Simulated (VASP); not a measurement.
# MnSb: single point with PBE

Crystal: MnSb.

```xyz
2
Lattice="0.0000 2.8588 2.8588 2.8588 0.0000 2.8588 2.8588 2.8588 0.0000" Properties=species:S:1:pos:R:3 pbc="T T T"
Mn    0.0000    0.0000    0.0000
Sb    2.8588    2.8588    2.8588
```

| Item | Value |
| --- | --- |
| Program | VASP 6.6.1 |
| Task | single point |
| Functional | PBE |
| Potentials or basis | VASP PAW PBE potentials, release 64 (Mn_pv, Sb) |
| Cutoff | 520 eV |
| k mesh | 4 × 4 × 4 |
| Occupations | gaussian, width 0.1 eV |
| Spin | collinear spin, ferrimagnetic start |
| Starting moments | [4.18, -0.12] μB |

```json
{
 "Pressure": "-3.2 GPa",
 "Net moment": "3.91 μB per cell",
 "Site moments": "Mn +3.88; Sb -0.13 μB",
 "Valence electrons inside the program's atomic spheres": "Mn 11.40; Sb 2.45"
}
```

Levels at points of the mesh, in eV from the Fermi level:
Spin up:
```csv
k point,band 9,band 10,band 11,band 12,band 13,band 14
"(0.00, 0.00, 0.00)",-2.77,1.23,1.23,1.23,4.20,7.97
"(0.50, 0.00, 0.00)",-2.66,-2.35,2.48,2.48,3.83,4.72
"(0.50, 0.50, 0.00)",-2.57,-1.83,-1.35,-1.35,0.68,4.76
```
Spin down:
```csv
k point,band 5,band 6,band 7,band 8,band 9,band 10
"(0.00, 0.00, 0.00)",0.33,0.33,0.46,0.46,0.46,1.16
"(0.50, 0.00, 0.00)",-5.15,-1.62,-1.62,1.07,1.07,1.24
"(0.50, 0.50, 0.00)",-4.22,-1.29,-1.29,-0.41,0.61,1.01
```

It took 43 s on 1 thread of Intel Xeon 8259CL, with other jobs on the host, peak memory 0.19 GiB.

Caveat: the k points lie up to 0.48 Å⁻¹ apart; spin-orbit coupling is left out, which moves the levels of the heavy elements; a cell with one magnetic atom can't hold antiferromagnetic order, which such compounds often take.
